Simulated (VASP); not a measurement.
Set up this calculation in VASP 6.6.1, as the native input.

```yaml
Task: relaxation of cell and atoms
Functional: PBEsol
Dispersion: D4
Potentials_or_basis: VASP PAW PBE potentials, release 64 (Ti_sv)
Cutoff: 600 eV
k_mesh: 7 × 7 × 9
Occupations: fermi-dirac, width 0.05 eV
Spin: no spin polarisation
Dipole_correction: no
Further_INCAR_settings: ALGO = Normal; EDIFF = 1e-06; IBRION = 2; EDIFFG = -0.01; NSW = 60; ISIF = 3
```

The structure of Ti lies in POSCAR:

```
Ti
1.0
    4.5673748306      0.0000000000      0.0000000000
   -2.2836874153      3.9554626319      0.0000000000
    0.0000000000      0.0000000000      2.8262442700
Ti
3
Direct
    0.6666666667      0.3333333333      0.5000000000
    0.3333333333      0.6666666667      0.5000000000
    0.0000000000      0.0000000000      0.0000000000
```

This isn't the form of Ti at room conditions, which is hcp.

These files were run (other wordings do the same):

INCAR

```
PREC = Accurate ; ENCUT = 600
EDIFF = 1E-6 ; ISMEAR = -1
SIGMA = 0.05 ; LREAL = F
LASPH = T ; NELM = 100
ALGO = Normal ; ISIF = 3
LWAVE = F ; LCHARG = F
GGA = PS ; IVDW = 13
IBRION = 2 ; NSW = 60
EDIFFG = -0.01
```

KPOINTS

```
Automatic mesh
0
Gamma
  7 7 9
```

Potentials or basis: VASP PAW PBE potentials, release 64 (Ti_sv).

Launch:

```console
$ cat potpaw_PBE.64/Ti_sv/POTCAR > POTCAR
$ mpirun -np 1 vasp_std > vasp.out
```

Results of the run:

| Item | Value |
| --- | --- |
| Relaxed volume | 16.26 Å³/atom |
| Relaxed cell | a = 4.496 Å, b = 4.496 Å, c = 2.788 Å, α = 90.00°, β = 90.00°, γ = 120.00° |
| Space group after relaxing (to 0.1 Å) | P6/mmm (No. 191) |
| Energy gained by relaxing | 12.1 meV/atom |
| Ionic steps | 7 |
| Pressure after relaxing | 0.0 GPa |
| Band gap on the k mesh | zero (bands 18 and 19 overlap by 0.31 eV) |
| Dispersion energy per atom | -0.125 eV |

Caveat: the PAW data sets were made with another functional, which shifts forces and pressure a little.

Wall time 100 s on 1 thread of Intel(R) Xeon(R) 6975P-C (Granite Rapids), with other jobs on the host, peak memory 0.2 GiB.
